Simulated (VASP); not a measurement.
## MoS2: relaxation of cell and atoms with PBE+D3(BJ)

The system is MoS2.

```
Mo S
1.0
     3.14888    0.00000    0.00000
    -1.57444    2.72701    0.00000
     0.00000    0.00000    6.69517
Mo S
1 2
Direct
  0.00000 0.00000 0.00000
  0.33333 0.66667 0.23411
  0.33333 0.66667 0.76589
```

* Program: VASP 6.6.1
* Task: relaxation of cell and atoms
* Functional: PBE
* Dispersion: D3(BJ)
* Potentials or basis: VASP PAW PBE potentials, release 64 (Mo_sv, S)
* Cutoff: 500 eV
* k mesh: 12 × 12 × 4
* Occupations: gaussian, width 0.02 eV
* Spin: no spin polarisation
* Dipole correction: no
* Further INCAR settings: ALGO = Normal; EDIFF = 1e-07; IBRION = 2; EDIFFG = -0.005; NSW = 100; ISIF = 3

The relaxed volume is 19.00 Å³/atom. The relaxed cell is a = 3.149 Å, b = 3.149 Å, c = 6.638 Å, α = 90.00°, β = 90.00°, γ = 120.00° and the space group after relaxing (to 0.1 Å) is P-6m2 (No. 187). The energy gained by relaxing is 0.2 meV/atom and the ionic steps are 10. The pressure after relaxing is 0.0 GPa, the band gap on the k mesh is 1.21 eV (least direct gap 1.76 eV) and the dispersion energy per atom is -0.398 eV.

Step by step:
| step | energy change (eV) | largest force (eV/Å) | pressure (GPa) | volume (Å³) |
| --- | --- | --- | --- | --- |
| 1 | 0.0000 | 0.0053 | -0.19 | 57.49 |
| 2 | 0.0000 | 0.0801 | 0.32 | 57.30 |
| 3 | -0.0001 | 0.0361 | 0.05 | 57.40 |
| 4 | -0.0002 | 0.0350 | 0.01 | 57.37 |
| 5 | -0.0004 | 0.0322 | -0.11 | 57.30 |
| 6 | -0.0004 | 0.0239 | -0.10 | 57.25 |
| 7 | -0.0006 | 0.0005 | -0.08 | 57.08 |
| 8 | -0.0006 | 0.0085 | -0.07 | 57.03 |
| 9 | -0.0006 | 0.0084 | 0.06 | 56.98 |
| 10 | -0.0006 | 0.0016 | 0.01 | 57.00 |

Final structure:
```
CELL_PARAMETERS angstrom
3.14885 0.00000 0.00000
-1.57443 2.72699 0.00000
0.00000 0.00000 6.63784
ATOMIC_POSITIONS crystal
Mo 0.00000 0.00000 0.00000
S 0.33333 0.66667 0.23593
S 0.33333 0.66667 0.76407
```

Levels at points of the mesh, in eV from the valence-band top:
| k point | band 10 | band 11 | band 12 | band 13 | band 14 | band 15 | band 16 | band 17 |
| --- | --- | --- | --- | --- | --- | --- | --- | --- |
| (0.00, 0.00, 0.00) | -1.87 | -1.87 | -1.49 | -0.94 | 2.45 | 2.45 | 2.60 | 2.60 |
| (0.50, 0.00, 0.00) | -3.59 | -1.98 | -1.38 | -1.30 | 1.93 | 2.33 | 3.84 | 4.05 |
| (0.00, 0.00, 0.50) | -3.01 | -1.89 | -1.89 | 0.00 | 2.38 | 2.38 | 2.70 | 2.70 |
| (0.50, 0.00, 0.50) | -3.61 | -2.83 | -1.30 | -0.87 | 1.95 | 2.53 | 3.18 | 3.86 |

Wall time 4.9 min on 1 thread of Intel Xeon 8259CL (shared host), peak memory 0.22 GiB.

A k mesh can miss the band edges.
